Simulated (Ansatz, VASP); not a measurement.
One calculation of WSe2, two programs

Contents of INCAR:

```
SYSTEM = WSe2
PREC = Accurate
ENCUT = 520
EDIFF = 1E-6
ISMEAR = 0
SIGMA = 0.05
LREAL = .FALSE.
LASPH = .TRUE.
NELM = 80
ALGO = Normal
ISIF = 2
LWAVE = .FALSE.
LCHARG = .TRUE.
GGA = PS
LELF = .TRUE.
LVHAR = .TRUE.
NBANDS = 35
```

KPOINTS

```
Automatic mesh
0
G
  12 12 2
  0 0 0
```

File POSCAR:

```
WSe2
1.0
    3.2711504299      0.0000000000      0.0000000000
   -1.6355752149      2.8328993719      0.0000000000
    0.0000000000      0.0000000000     13.2206659015
W Se
2 4
Direct
    0.4356234996      0.7415482655      0.2500000000
    0.5643765004      0.2584517345      0.7500000000
    0.2312522838      0.5919381519      0.6233861490
    0.7687477162      0.4080618481      0.1233861490
    0.2312522838      0.5919381519      0.8766138510
    0.7687477162      0.4080618481      0.3766138510
```

Input for Ansatz:

```yaml
crystal:
  lattice:
    - [3.2711504299, 0.0, 0.0]
    - [-1.6355752149, 2.8328993719, 0.0]
    - [0.0, 0.0, 13.2206659015]
  atoms:
    - { symbol: W, position: [0.4356234996, 0.7415482655, 0.25] }
    - { symbol: W, position: [0.5643765004, 0.2584517345, 0.75] }
    - { symbol: Se, position: [0.2312522838, 0.5919381519, 0.623386149] }
    - { symbol: Se, position: [0.7687477162, 0.4080618481, 0.123386149] }
    - { symbol: Se, position: [0.2312522838, 0.5919381519, 0.876613851] }
    - { symbol: Se, position: [0.7687477162, 0.4080618481, 0.376613851] }
basis:
  ecutwfc: 420
kpoints:
  mp_grid: { grid: [12, 12, 2] }
hamiltonian:
  xc: pbesol
scf:
  occupations: { method: gaussian, width: 0.05 }
output:
  forces: true
  stress: true
  eigenvalues: true
```

Change from the starting cell: mode 4 (19.3 1/cm) frozen in, largest displacement +0.300 Å.

Alike in both runs: task single point; functional PBEsol; k mesh 12 × 12 × 2; occupations gaussian, width 0.05 eV; no spin polarisation.

|  | VASP | Ansatz |
| --- | --- | --- |
| version | VASP 6.6.1 | Ansatz 0.2.0 |
| potentials or method | VASP PAW PBE potentials, release 64 (W_sv, Se), cutoff 520 eV | scalar-relativistic, plane waves, PAW |
| valence electrons in the cell | 52 | 92 |

|  | VASP | Ansatz | Ansatz less VASP |
| --- | --- | --- | --- |
| gap on the k mesh at the Fermi level (eV) | 1.01 | 1.01 | +0.005 |
| least direct gap on the mesh (eV) | 1.61 | 1.61 | +0.004 |
| pressure (GPa) | 0.7 | 0.3 | -0.42 |
| traceless stress, the component that is largest in VASP (GPa) | 0.49 | 0.40 | -0.097 |
| rms of the force components (eV/Å) | 0.032 | 0.039 | +0.0075 |

VASP's potentials were made for PBE, not for PBEsol. Atom by atom the forces differ by 0.029 eV/Å (rms over components). VASP's potentials hold 52 valence electrons a cell and Ansatz's 92, so a difference there can come from the potentials and not from the codes.

Spin-orbit coupling is off throughout.
